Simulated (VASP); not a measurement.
**In: single point with PBEsol**

In:

```
In
1.0
    -1.62615    1.69120    2.47395
     1.62615   -1.69120    2.47395
     1.62615    1.69120   -2.47395
In
1
Cartesian
  0.0000 0.0000 0.0000
```

This cell differs from its parent crystal: strain +0.0400 x Voigt [0, 1, 0, 0, 0, 0].

```json
{
 "Program": "VASP 6.6.1",
 "Task": "single point",
 "Functional": "PBEsol",
 "Potentials or basis": "VASP PAW PBE potentials, release 64 (In_d)",
 "Cutoff": "520 eV",
 "k mesh": "20 × 20 × 20",
 "Occupations": "gaussian, width 0.15 eV",
 "Spin": "no spin polarisation",
 "Dipole correction": "no",
 "Further INCAR settings": "ALGO = Fast; EDIFF = 1e-06; NBANDS = 12"
}
```

```json
{
 "Pressure": "-2.3 GPa"
}
```

Stress tensor (GPa, compression positive):
```
-2.01  0.00  0.00
 0.00 -2.59  0.00
 0.00  0.00 -2.29
```

Levels at points of the mesh, in eV from the Fermi level:
```csv
k point,band 4,band 5,band 6,band 7,band 8,band 9
"(0.00, 0.00, 0.00)",-14.37,-14.30,-9.29,9.64,10.11,10.73
"(0.50, 0.00, 0.00)",-14.20,-14.20,-4.51,-3.28,7.54,9.03
"(0.00, 0.50, 0.00)",-14.22,-14.16,-4.08,-3.15,7.51,8.28
"(0.50, 0.50, 0.00)",-14.19,-14.12,-1.91,-1.87,3.58,3.89
"(0.50, 0.50, 0.50)",-14.17,-14.16,-2.77,-2.42,3.91,4.98
```

Wall time 5.5 min on 1 thread of Intel Xeon 6975P-C, with other jobs on the host, peak memory 0.46 GiB.

Caveat: the cell differs from its parent crystal (strain +0.0400 x Voigt [0, 1, 0, 0, 0, 0]); the PAW data sets were made with another functional, which shifts forces and pressure a little; spin-orbit coupling is left out, which moves the levels of the heavy elements.
